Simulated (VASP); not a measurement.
Runs of VASP 6.6.1 on Re. The structure is that of space group Fd-3m (No. 227), or close to it. The cells are those of the table. This isn't the form of Re at room conditions, which is hcp.

```csv
cell,gap on the mesh (eV),pressure (GPa)
"a = 3.887 Å, angles 60.0°, 2 atoms",none,(b)
"a = 3.830 Å, angles 60.0°, 2 atoms",none,(a)
"a = 4.100 Å, angles 60.0°, 2 atoms",none,-12.5
"a = 3.943 Å, angles 60.0°, 2 atoms",none,7.0
"a = 4.049 Å, angles 60.0°, 2 atoms",none,-7.3
```

Alike in all rows: task single point; level PBE; potentials or basis VASP PAW PBE potentials, release 64 (Re_sv_GW); no spin polarisation; k mesh 16 × 16 × 16; cutoff (eV) 560; smearing fermi-dirac 0.1 eV.

Task: Estimate the missing entries.

Result: (a) 28.8; (b) 16.7.

Caveats: spin-orbit coupling is left out, which moves the levels of the heavy elements; the cell stands under pressure (at least some runs); the cell stands under tension (at least some runs).

A k mesh can miss the band edges, and the runs leave out spin-orbit coupling on Re.

A gap of «none» marks levels without a gap at the run's occupations.
